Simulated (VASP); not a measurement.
Runs of VASP 6.6.1 on Hg. The structure is that of space group Fd-3m (No. 227), or close to it. The cells are those of the table. 

```csv
task,cell,gap on the mesh (eV),pressure (GPa)
single point,"a = 3.879 Å, angles 60.0°, 2 atoms",none,(a)
relaxation of cell and atoms,"relaxed to 20 GPa from a = 4.412 Å, angles 60.0°, 2 atoms",none,20.0
single point,"a = 4.143 Å, angles 60.0°, 2 atoms",none,20.3
relaxation of cell and atoms,"relaxed from a = 4.412 Å, angles 60.0°, 2 atoms",none,0.0
single point,"a = 4.564 Å, angles 60.0°, 2 atoms",none,-0.1
```

Alike in all rows: level LDA; potentials or basis VASP PAW LDA potentials, release 64 (Hg_sv_GW); no spin polarisation; k mesh 6 × 6 × 6; cutoff (eV) 550; smearing fermi-dirac 0.1 eV.

**Question.** Fill in the values left out.

**Answer.** (a) 61.0.

Caveats: spin-orbit coupling is left out, which moves the levels of the heavy elements; the cell stands under pressure (at least some runs); the cell is relaxed towards a set pressure, so the run minimises the enthalpy, not the energy (at least some runs).

A k mesh can miss the band edges, and the runs leave out spin-orbit coupling on Hg.

A gap of «none» marks levels without a gap at the run's occupations.
